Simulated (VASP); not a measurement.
# Li3SiS6 (Fm-3m) in VASP: notebook

The runs below take Li3SiS6 through single point, relaxation of cell and atoms, with PBE.

All numbers are computed with VASP 6.6.1; they aren't measurements. Logs are shortened: lines on timing, memory, paths and dates and some standing lists are left out, and cuts for length are marked.

## 1. The cell of the first run

Symmetry: Fm-3m, No. 225, cubic system. Conventional cell: a = 9.257 Å, b = 9.257 Å, c = 9.257 Å, α = 90.00°, β = 90.00°, γ = 90.00°. Within 4.3 Å of Li (site symmetry -43m) lie 12 S at 3.27 Å and 4 Li at 4.01 Å and 4 Si at 4.01 Å. Li (site symmetry m-3m) has 6 S at 2.42 Å within 3.2 Å. Si (site symmetry m-3m) has 6 S at 2.20 Å within 2.9 Å. S (site symmetry 4mm) has 1 Si at 2.20 Å and 1 Li at 2.42 Å within 2.9 Å.

The cell was generated, and may not be a known phase.

## 2. Single point, PBE

File INCAR:

```
SYSTEM = Li3SiS6
PREC     = Accurate       ! precision mode
ENCUT    = 520            ! plane-wave cutoff, eV
EDIFF    = 1E-7           ! SCF threshold, eV
ISMEAR   = 0              ! smearing method
SIGMA    = 0.1            ! smearing width, eV
LREAL    = .False.        ! projectors in reciprocal space
LASPH    = .True.         ! aspherical terms in the spheres
NELM     = 80             ! most SCF steps
ALGO     = Normal         ! electronic algorithm
ISIF     = 2              ! what is computed and relaxed
LWAVE    = .False.        ! write WAVECAR
LCHARG   = .True.         ! write CHGCAR
GGA      = PE             ! functional
LELF     = .True.         ! ELF
LVHAR    = .True.       
NBANDS   = 36             ! bands
```

File KPOINTS:

```
Automatic mesh
0
Gamma
  8 8 8
  0 0 0
```

File POSCAR:

```
Li3SiS6
1.0
    0.0000000000      4.6283111523      4.6283111523
    4.6283111523      0.0000000000      4.6283111523
    4.6283111523      4.6283111523      0.0000000000
Li Si S
3 1 6
Direct
    0.2500000000      0.2500000000      0.2500000000
    0.7500000000      0.7500000000      0.7500000000
    0.5000000000      0.5000000000      0.5000000000
    0.0000000000      0.0000000000      0.0000000000
    0.7618639031      0.2381360969      0.2381360969
    0.2381360969      0.7618639031      0.7618639031
    0.2381360969      0.7618639031      0.2381360969
    0.7618639031      0.2381360969      0.7618639031
    0.2381360969      0.2381360969      0.7618639031
    0.7618639031      0.7618639031      0.2381360969
```

Potentials or basis: VASP PAW PBE potentials, release 64 (Li_sv, Si, S).

The run is started by

```
$ cat potpaw_PBE.64/Li_sv/POTCAR potpaw_PBE.64/Si/POTCAR potpaw_PBE.64/S/POTCAR > POTCAR
$ mpirun -np 1 vasp_std > vasp.out
```

OUTCAR:

```text
SYSTEM = Li3SiS6
   PREC = Accurate
   ENCUT = 520
   EDIFF = 1E-7
   ISMEAR = 0
   LREAL = .False.
   LASPH = .True.
   NELM = 80
   ISIF = 2
   GGA = PE

 ion  position               nearest neighbor table
   1  0.250  0.250  0.250-
   2  0.750  0.750  0.750-
   3  0.500  0.500  0.500-   5 2.42   6 2.42   7 2.42   8 2.42   9 2.42  10 2.42
   4  0.000  0.000  0.000-   5 2.20   6 2.20   7 2.20   8 2.20   9 2.20  10 2.20
   5  0.762  0.238  0.238-   4 2.20   3 2.42
   6  0.238  0.762  0.762-   4 2.20   3 2.42
   7  0.238  0.762  0.238-   4 2.20   3 2.42
   8  0.762  0.238  0.762-   4 2.20   3 2.42
   9  0.238  0.238  0.762-   4 2.20   3 2.42
  10  0.762  0.762  0.238-   4 2.20   3 2.42

  LATTYP: Found a face centered cubic cell.
 ALAT       =     9.2566223046

  Lattice vectors:

 A1 = (   0.0000000000,   4.6283111523,   4.6283111523)
 A2 = (   4.6283111523,   0.0000000000,   4.6283111523)
 A3 = (   4.6283111523,   4.6283111523,   0.0000000000)

Analysis of symmetry for initial positions (statically):
=====================================================================
 Subroutine PRICEL returns:
 Original cell was already a primitive cell.

 Routine SETGRP: Setting up the symmetry group for a
 face centered cubic supercell.

 Subroutine GETGRP returns: Found 48 space group operations
 (whereof 48 operations were pure point group operations)
 out of a pool of 48 trial point group operations.

The static configuration has the point symmetry O_h .

Analysis of symmetry for dynamics (positions and initial velocities):
=====================================================================
 Subroutine PRICEL returns:
 Original cell was already a primitive cell.

 Routine SETGRP: Setting up the symmetry group for a
 face centered cubic supercell.

 Subroutine GETGRP returns: Found 48 space group operations
 (whereof 48 operations were pure point group operations)
 out of a pool of 48 trial point group operations.

The dynamic configuration has the point symmetry O_h .

 Subroutine INISYM returns: Found 48 space group operations
 (whereof 48 operations are pure point group operations),
 and found     1 'primitive' translations

----------------------------------------------------------------------------------------

                                     Primitive cell

  volume of cell :     198.2886

  direct lattice vectors                    reciprocal lattice vectors
     0.000000000  4.628311152  4.628311152    -0.108030766  0.108030766  0.108030766
     4.628311152  0.000000000  4.628311152     0.108030766 -0.108030766  0.108030766
     4.628311152  4.628311152  0.000000000     0.108030766  0.108030766 -0.108030766

  length of vectors
     6.545420402  6.545420402  6.545420402     0.187114776  0.187114776  0.187114776

  position of ions in fractional coordinates (direct lattice)
     0.250000000  0.250000000  0.250000000
     0.750000000  0.750000000  0.750000000
     0.500000000  0.500000000  0.500000000
     0.000000000  0.000000000  0.000000000
     0.761863903  0.238136097  0.238136097
     0.238136097  0.761863903  0.761863903
     0.238136097  0.761863903  0.238136097
     0.761863903  0.238136097  0.761863903
     0.238136097  0.238136097  0.761863903
     0.761863903  0.761863903  0.238136097

  ion indices of the primitive-cell ions
   primitive index   ion index
                 1           1
                 2           2
                 3           3
                 4           4
                 5           5
                 6           6
                 7           7
                 8           8
                 9           9
                10          10

----------------------------------------------------------------------------------------

 KPOINTS: Automatic mesh

Automatic generation of k-mesh.
 Grid dimensions read from file:
 generate k-points for:    8    8    8

 Generating k-lattice:

  Cartesian coordinates                     Fractional coordinates (reciprocal lattice)
    -0.013503846  0.013503846  0.013503846     0.125000000  0.000000000  0.000000000
     0.013503846 -0.013503846  0.013503846     0.000000000  0.125000000  0.000000000
     0.013503846  0.013503846 -0.013503846     0.000000000  0.000000000  0.125000000

  Length of vectors
     0.023389347  0.023389347  0.023389347

  Shift w.r.t. Gamma in fractional coordinates (k-lattice)
     0.000000000  0.000000000  0.000000000

 Subroutine IBZKPT returns following result:
 ===========================================

 Found     29 irreducible k-points:

 Following reciprocal coordinates:
            Coordinates               Weight
  0.000000  0.000000  0.000000      1.000000
  0.125000  0.000000  0.000000      8.000000
  0.250000  0.000000  0.000000      8.000000
  0.375000  0.000000  0.000000      8.000000
  0.500000  0.000000  0.000000      4.000000
  0.125000  0.125000  0.000000      6.000000
[... 16 lines left out ...]
  0.500000  0.250000  0.125000     48.000000
 -0.375000  0.250000  0.125000     24.000000
 [... further k-points ...]
   k-points           NKPTS =     29   k-points in BZ     NKDIM =     29   number of bands    NBANDS=     36
   number of dos      NEDOS =    301   number of ions     NIONS =     10
   total plane-waves  NPLWV = 125000
   dimension x,y,z NGX =    50 NGY =   50 NGZ =   50
   dimension x,y,z NGXF=   100 NGYF=  100 NGZF=  100
   ions per type =               3   1   6
   NGX,Y,Z   is equivalent  to a cutoff of  12.70, 12.70, 12.70 a.u.
   NGXF,Y,Z  is equivalent  to a cutoff of  25.40, 25.40, 25.40 a.u.
 SYSTEM =  Li3SiS6
   PREC   = accura    normal or accurate (medium, high low for compatibility)
   ISTART =      0    job   : 0-new  1-cont  2-samecut
   ICHARG =      2    charge: 1-file 2-atom 10-const
   ISPIN  =      1    spin polarized calculation?
   LNONCOLLINEAR =      F non collinear calculations
   LSORBIT =      F    spin-orbit coupling
   LASPH  =      T    aspherical Exc in radial PAW
   ENCUT  =  520.0 eV  38.22 Ry    6.18 a.u.  12.17 12.17 12.17*2*pi/ulx,y,z
   NELM   =     80;   NELMIN=  2; NELMDL= -5     # of ELM steps
   EDIFF  = 0.1E-06   stopping-criterion for ELM
   LREAL  =      F    real-space projection
   EDIFFG = 0.1E-05   stopping-criterion for IOM
   NSW    =      0    number of steps for IOM
   IBRION =     -1    ionic relax: 0-MD 1-quasi-New 2-CG
   NFREE  =      0    steps in history (QN), initial steepest desc. (CG)
   ISIF   =      2    stress and relaxation
   ISYM   =      2    0-nonsym 1-usesym 2-fastsym
   POTIM  = 0.5000    time-step for ionic-motion
   TEBEG  =    0.0;   TEEND  =   0.0 temperature during run
   PSTRESS=    0.0 pullay stress
   NELECT =      49.0000    total number of electrons
   NUPDOWN=      -1.0000    fix difference up-down
   EMIN   =  10.00;   EMAX   =-10.00  energy-range for DOS
   EFERMI =   0.00;   METHOD = LEGACY
   ISMEAR =     0;   SIGMA  =   0.10  broadening in eV -4-tet -1-fermi 0-gaus
   EFERMI_NEDOS =   21; number of points for ismear=-14 and -15
   IALGO  =     38    algorithm
   IMIX   =      4    mixing-type and parameters
     AMIX     =   0.40;   BMIX     =  1.00
     AMIX_MAG =   1.60;   BMIX_MAG =  1.00
  volume/ion in A,a.u.               =      19.83       133.81
  Fermi-wavevector in a.u.,A,eV,Ry     =   1.027324  1.941362 14.359529  1.055396
  Thomas-Fermi vector in A             =   2.161263
   LORBIT       =      0    0 simple, 1 ext, 2 COOP (PROOUT), +10 PAW based schemes
   GGA     = PE    functional components
   LHFCALC =     F    Hartree Fock is set to
   AEXX    =    0.0000 exact exchange contribution
   IVDW    =     0    specifies the selected vdW correction
   LEPSILON=     F    determine dielectric tensor
   LRPA    =     F    only Hartree local field effects (RPA)
 non-spin polarized calculation
 Gauss-broadening in eV      SIGMA  =   0.10
  energy-cutoff  :      520.00
  volume of cell :      198.29
 maximum number of plane-waves:      5360
 NGX is ok and might be reduce to    50
   NGX = 25   NGY = 25   NGZ = 25

 number of electron      49.0000031 magnetization

 Free energy of the ion-electron system (eV)
  ---------------------------------------------------
  ext. energy  EPLUGINS =         0.00000000
  ---------------------------------------------------
  free energy    TOTEN  =       -37.73438458 eV

  energy without entropy =      -37.68895219  energy(sigma->0) =      -37.71166838

 E-fermi :   2.7001     XC(G=0):  -8.7561

 val. band max:        2.6966751790   @ k =   0.3750   0.2500   0.0000
 cond. band min:       2.7057486364   @ k =  -0.2500   0.1250   0.0000
 fundamental gap:      0.0090734574
 Fermi energy:         2.7000834394

 k-point     1 :       0.0000    0.0000    0.0000
  band No.  band energies     occupation
      1     -43.8645      2.00000
      2     -43.8643      2.00000
      3     -42.1834      2.00000
      4     -11.4115      2.00000
      5      -9.1816      2.00000
      6      -9.1816      2.00000
[... 28 lines left out ...]
     35       8.8555      0.00000
     36       8.8555      0.00000

 k-point     2 :       0.1250    0.0000    0.0000
  band No.  band energies     occupation
      1     -43.8644      2.00000
      2     -43.8644      2.00000
      3     -42.1833      2.00000
      4     -11.3859      2.00000
      5      -9.2510      2.00000
      6      -9.1639      2.00000
[... 28 lines left out ...]
     35       9.0297      0.00000
     36       9.0297      0.00000

 k-point     3 :       0.2500    0.0000    0.0000
  band No.  band energies     occupation
      1     -43.8644      2.00000
      2     -43.8644      2.00000
      3     -42.1834      2.00000
      4     -11.3189      2.00000
      5      -9.4175      2.00000
      6      -9.1158      2.00000
[... 28 lines left out ...]
     35       9.3921      0.00000
     36       9.3921      0.00000

 k-point     4 :       0.3750    0.0000    0.0000
  band No.  band energies     occupation
      1     -43.8644      2.00000
      2     -43.8644      2.00000
      3     -42.1834      2.00000
      4     -11.2422      2.00000
      5      -9.5859      2.00000
      6      -9.0566      2.00000
[... 28 lines left out ...]
     35       9.5954      0.00000
     36       9.8903      0.00000

 k-point     5 :       0.5000    0.0000    0.0000
  band No.  band energies     occupation
      1     -43.8644      2.00000
      2     -43.8644      2.00000
      3     -42.1834      2.00000
      4     -11.2067      2.00000
      5      -9.6576      2.00000
      6      -9.0268      2.00000
[... 655 lines left out ...]
 k-point    22 :       0.3750    0.2500    0.1250
  band No.  band energies     occupation
      1     -43.8644      2.00000
      2     -43.8644      2.00000
      3     -42.1833      2.00000
      4     -11.2665      2.00000
      5      -9.4059      2.00000
      6      -9.2303      2.00000
[... 28 lines left out ...]
     35       9.5687      0.00000
     36       9.7876      0.00000

 k-point    23 :       0.5000    0.2500    0.1250
  band No.  band energies     occupation
      1     -43.8644      2.00000
      2     -43.8644      2.00000
      3     -42.1833      2.00000
      4     -11.2020      2.00000
      5      -9.5165      2.00000
      6      -9.2141      2.00000
[... 28 lines left out ...]
     35       9.5122      0.00000
     36       9.7713      0.00000

 k-point    24 :      -0.3750    0.2500    0.1250
  band No.  band energies     occupation
      1     -43.8644      2.00000
      2     -43.8644      2.00000
      3     -42.1834      2.00000
      4     -11.1727      2.00000
      5      -9.5702      2.00000
      6      -9.1689      2.00000
[... 28 lines left out ...]
     35       9.6071      0.00000
     36       9.9463      0.00000

 [... further k-points ...]

------------------------ aborting loop because EDIFF is reached ----------------------------------------

  FORCE on cell =-STRESS in cart. coord.  units (eV):
  Direction    XX          YY          ZZ          XY          YZ          ZX
  --------------------------------------------------------------------------------------
  -------------------------------------------------------------------------------------
  Total       -0.1495026     -0.1495026     -0.1495026     -0.0000000     -0.0000000      0.0000000
  in kB       -1.2079857     -1.2079857     -1.2079857     -0.0000000     -0.0000000      0.0000000
  external PRESSURE =      -1.2079857 kB  Pullay stress =       0.0000000 kB

 VOLUME and BASIS-vectors are now :
 -----------------------------------------------------------------------------
  energy-cutoff  :      520.00
  volume of cell :      198.29
      direct lattice vectors                 reciprocal lattice vectors
     0.000000000  4.628311152  4.628311152    -0.108030766  0.108030766  0.108030766
     4.628311152  0.000000000  4.628311152     0.108030766 -0.108030766  0.108030766
     4.628311152  4.628311152  0.000000000     0.108030766  0.108030766 -0.108030766

 POSITION                                       TOTAL-FORCE (eV/Angst)
 -----------------------------------------------------------------------------------
      2.31416      2.31416      2.31416        -0.000000     -0.000000      0.000000
      6.94247      6.94247      6.94247        -0.000000     -0.000000     -0.000000
      4.62831      4.62831      4.62831        -0.000000     -0.000000      0.000000
      0.00000      0.00000      0.00000         0.000000     -0.000000     -0.000000
      2.20434      4.62831      4.62831        -0.010984     -0.000000      0.000000
      7.05229      4.62831      4.62831         0.010984     -0.000000      0.000000
      4.62831      2.20434      4.62831         0.000000     -0.010984      0.000000
      4.62831      7.05229      4.62831         0.000000      0.010984      0.000000
      4.62831      4.62831      2.20434         0.000000     -0.000000     -0.010984
      4.62831      4.62831      7.05229         0.000000     -0.000000      0.010984
 -----------------------------------------------------------------------------------
    total drift:                               -0.000000     -0.000000      0.000000

  FREE ENERGIE OF THE ION-ELECTRON SYSTEM (eV)
  ---------------------------------------------------
  free  energy   TOTEN  =       -37.7343845835 eV

  energy  without entropy=      -37.6889521860  energy(sigma->0) =      -37.71166838
```

Wall time 2.5 min (1 thread of Intel Xeon 6975P-C (Granite Rapids), shared host); peak memory 0.43 GiB.

What came out:

```
Free energy            : -37.7344 eV
Largest force          : 0.011 eV/Å
Band gap on the k mesh : zero (an odd number of electrons rules out a gap without spin polarisation)
```

Forces on the atoms (eV/Å):
```
Li   0.000  0.000  0.000
Li   0.000  0.000  0.000
Li   0.000  0.000  0.000
Si   0.000  0.000  0.000
S   -0.011  0.000  0.000
S    0.011  0.000  0.000
S    0.000 -0.011  0.000
S    0.000  0.011  0.000
S    0.000  0.000 -0.011
S    0.000  0.000  0.011
```

Caveat: the cutoff is under 1.25 times the usual one of these potentials, so pressure, stress and relaxed cells hold a basis-set (Pulay) error.

## 3. Relaxation of cell and atoms, PBE

This run uses another cell than the first one, of 19.67 Å³/atom.

File INCAR:

```
SYSTEM = Li3SiS6
  ALGO = Normal
  EDIFF = 1E-6
  EDIFFG = -0.01
  ENCUT = 600
  GGA = PE
  IBRION = 2
  ISIF = 3
  ISMEAR = 0
  LASPH = .TRUE.
  LCHARG = .FALSE.
  LREAL = .FALSE.
  LWAVE = .FALSE.
  NELM = 60
  NSW = 100
  PREC = Accurate
  SIGMA = 0.1
```

File KPOINTS:

```
k-points
0
G
  8 8 8
  0 0 0
```

File POSCAR:

```
Li3SiS6
1.0
    0.0000000000      4.6159822143      4.6159822143
    4.6159822143      0.0000000000      4.6159822143
    4.6159822143      4.6159822143      0.0000000000
Li Si S
3 1 6
Direct
    0.2500000000      0.2500000000      0.2500000000
    0.7500000000      0.7500000000      0.7500000000
    0.5000000000      0.5000000000      0.5000000000
    0.0000000000      0.0000000000      0.0000000000
    0.7605339389      0.2394660611      0.2394660611
    0.2394660611      0.7605339389      0.7605339389
    0.2394660611      0.7605339389      0.2394660611
    0.7605339389      0.2394660611      0.7605339389
    0.2394660611      0.2394660611      0.7605339389
    0.7605339389      0.7605339389      0.2394660611
```

Potentials or basis: VASP PAW PBE potentials, release 64 (Li_sv, Si, S).

The run is started by

```
$ cat potpaw_PBE.64/Li_sv/POTCAR potpaw_PBE.64/Si/POTCAR potpaw_PBE.64/S/POTCAR > POTCAR
$ mpirun -np 1 vasp_std > vasp.out
```

It took 6.2 min on 1 thread of Intel Xeon 6975P-C (Granite Rapids), shared host; peak memory 0.51 GiB.

The run converged. Its results:

```yaml
Free_energy: -37.7337 eV
Relaxed_volume: 19.76 Å³/atom
Relaxed_cell: a = 6.538 Å, b = 6.538 Å, c = 6.538 Å, α = 60.00°, β = 60.00°, γ = 60.00°
Space_group_after_relaxing_to_0.1_Å: Fm-3m (No. 225)
Energy_gained_by_relaxing: 0.4 meV/atom
Ionic_steps: 5
Pressure_after_relaxing: 0.0 GPa
Band_gap_on_the_k_mesh: zero (an odd number of electrons rules out a gap without spin polarisation)
```

Forces on the atoms (eV/Å):
```
Li   0.000  0.000  0.000
Li   0.000  0.000  0.000
Li   0.000  0.000  0.000
Si   0.000  0.000  0.000
S   -0.003  0.000  0.000
S    0.003  0.000  0.000
S    0.000 -0.003  0.000
S    0.000  0.003  0.000
S    0.000  0.000 -0.003
S    0.000  0.000  0.003
```

The path:
| step | energy change (eV) | largest force (eV/Å) | pressure (GPa) | volume (Å³) |
| --- | --- | --- | --- | --- |
| 1 | 0.0000 | 0.1151 | -0.13 | 196.71 |
| 2 | -0.0023 | 0.0257 | 0.18 | 196.25 |
| 3 | -0.0023 | 0.0181 | 0.20 | 196.21 |
| 4 | -0.0031 | 0.0112 | 0.12 | 196.81 |
| 5 | -0.0036 | 0.0027 | 0.02 | 197.61 |

Final structure:
```xyz
10
Lattice="0.0000 4.6231 4.6231 4.6231 0.0000 4.6231 4.6231 4.6231 0.0000" Properties=species:S:1:pos:R:3 pbc="T T T"
Li    2.3115    2.3115    2.3115
Li    6.9346    6.9346    6.9346
Li    4.6231    4.6231    4.6231
Si    0.0000    0.0000    0.0000
S     2.2031    4.6231    4.6231
S     7.0430    4.6231    4.6231
S     4.6231    2.2031    4.6231
S     4.6231    7.0430    4.6231
S     4.6231    4.6231    2.2031
S     4.6231    4.6231    7.0430
```

Levels at points of the mesh, in eV from the Fermi level:
| k point | band 21 | band 22 | band 23 | band 24 | band 25 | band 26 | band 27 | band 28 |
| --- | --- | --- | --- | --- | --- | --- | --- | --- |
| (0.00, 0.00, 0.00) | -0.46 | -0.10 | -0.10 | -0.10 | 1.08 | 1.08 | 1.08 | 1.95 |
| (0.50, 0.00, 0.00) | -1.76 | -0.01 | 0.12 | 0.12 | 0.43 | 0.43 | 0.45 | 3.09 |
| (0.50, 0.50, 0.00) | -1.03 | -0.82 | -0.82 | -0.50 | -0.16 | -0.16 | 1.05 | 4.05 |

Caveat: the cutoff is under 1.25 times the usual one of these potentials, so pressure, stress and relaxed cells hold a basis-set (Pulay) error.
